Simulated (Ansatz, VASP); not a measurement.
**SnO2 in VASP and in Ansatz**

The input INCAR:

```
SYSTEM = SnO2
ALGO = Normal
EDIFF = 1E-7
ENCUT = 520
GGA = PS
ISIF = 2
ISMEAR = 0
LASPH = .True.
LCHARG = .True.
LELF = .True.
LREAL = .False.
LVHAR = .True.
LWAVE = .False.
NBANDS = 20
NELM = 100
PREC = Accurate
SIGMA = 0.05
```

Contents of KPOINTS:

```
k-points
0
Gamma
  12 12 12
  0 0 0
```

Contents of POSCAR:

```
SnO2
1.0
    1.6195307937      0.9350365397      4.4491903378
   -1.6195307937      0.9350365397      4.4491903378
    0.0000000000     -1.8700730794      4.4491903378
Sn O
1 2
Direct
    0.5000000000      0.5000000000      0.5000000000
    0.2477865012      0.2477865012      0.2477865012
    0.7522134988      0.7522134988      0.7522134988
```

Input for Ansatz:

```yaml
crystal:
  lattice:
    - [1.6195307937, 0.9350365397, 4.4491903378]
    - [-1.6195307937, 0.9350365397, 4.4491903378]
    - [0.0, -1.8700730794, 4.4491903378]
  atoms:
    - { symbol: Sn, position: [0.5, 0.5, 0.5] }
    - { symbol: O, position: [0.2477865012, 0.2477865012, 0.2477865012] }
    - { symbol: O, position: [0.7522134988, 0.7522134988, 0.7522134988] }
basis:
  ecutwfc: 520.0
kpoints:
  mp_grid: { grid: [12, 12, 12] }
hamiltonian:
  xc: pbesol
  pseudopotentials: { kind: paw, azcp: { folder: soft_1 } }
scf:
  occupations: { method: gaussian, width: 0.05 }
output:
  forces: true
  stress: true
  eigenvalues: true
  write_density: true
  write_potential: true
  elf: true
  volumetric_format: npy
```

Alike in both runs: task single point; functional PBEsol; k mesh 12 × 12 × 12; occupations gaussian, width 0.05 eV; no spin polarisation.

|  | VASP | Ansatz |
| --- | --- | --- |
| version | VASP 6.6.1 | Ansatz 0.2.0 |
| potentials or method | VASP PAW PBE potentials, release 64 (Sn_d, O), cutoff 520 eV | scalar-relativistic, plane waves, PAW |
| valence electrons in the cell | 26 | 26 |

Ansatz gave:

| Property | Result |
| --- | --- |
| gap on the k mesh at the Fermi level (eV) | 1.27 |
| least direct gap on the mesh (eV) | 1.27 |
| pressure (GPa) | -10.1 |
| traceless stress, the component that is largest in VASP (GPa) | -0.69 |
| rms of the force components (eV/Å) | 0.649 |

**Question.** Estimate VASP's values.

**Answer.** gap on the k mesh at the Fermi level (eV): 1.25; least direct gap on the mesh (eV): 1.25; pressure (GPa): -9.6; traceless stress, the component that is largest in VASP (GPa): -1.04; rms of the force components (eV/Å): 0.623.

VASP's potentials were made for PBE, not for PBEsol, and Ansatz warns of the same on its side. Atom by atom the forces differ by 0.026 eV/Å (rms over components).
